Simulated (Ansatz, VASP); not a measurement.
## Two plane-wave programs on MnS

```xyz
2
Lattice="3.0990 0.0000 0.0000 0.0000 3.0990 0.0000 0.0000 0.0000 3.0990" Properties=species:S:1:pos:R:3 pbc="T T T"
Mn    1.5495    1.5495    1.5495
S     0.0000    0.0000    0.0000
```

Alike in both runs: task single point; functional PBEsol; k mesh 7 × 7 × 7; collinear spin.

```csv
,VASP,Ansatz
version,VASP 6.6.1,Ansatz 0.2.0
potentials or method,"VASP PAW PBE potentials, release 64 (Mn_pv, S)","plane waves, PAW"
plane-wave cutoff (eV),520,420
occupations,"methfessel-paxton of order 1, width 0.1 eV","cold, width 0.1 eV"
valence electrons in the cell,19,21
```

```tsv
	VASP	Ansatz	Ansatz less VASP
pressure (GPa)	-13.2	-13.3	-0.14
net moment per atom (μB)	1.65	1.65	-0.003
size of the moment on the site where the two differ most (μB)	0.12	0.13	+0.015
```

VASP's potentials were made for PBE, not for PBEsol. Site moments also hang on the region over which each program counts them. VASP's potentials hold 19 valence electrons a cell and Ansatz's 21, so a difference there can come from the potentials and not from the codes. Ansatz's warnings: given moment on shells, stability check not made.
